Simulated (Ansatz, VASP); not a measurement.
# One calculation of YN, two programs

```
CELL_PARAMETERS angstrom
3.44856 0.00000 0.00000
1.72428 2.98654 0.00000
1.72428 0.99551 2.81574
ATOMIC_POSITIONS crystal
Y 0.00000 0.00000 0.00000
N 0.50000 0.50000 0.50000
```

Alike in both runs: task single point; functional PBE; k mesh 6 × 6 × 6; no spin polarisation.

```csv
,VASP,Ansatz
version,VASP 6.6.1,Ansatz 0.2.0
potentials or method,"VASP PAW PBE potentials, release 64 (Y_sv, N)","plane waves, PAW"
plane-wave cutoff (eV),600,420
occupations,"gaussian, width 0.01 eV",fixed
valence electrons in the cell,16,16
```

```tsv
	VASP	Ansatz	Ansatz less VASP
gap on the k mesh at the Fermi level (eV)	0.16	0.16	+0.003
```
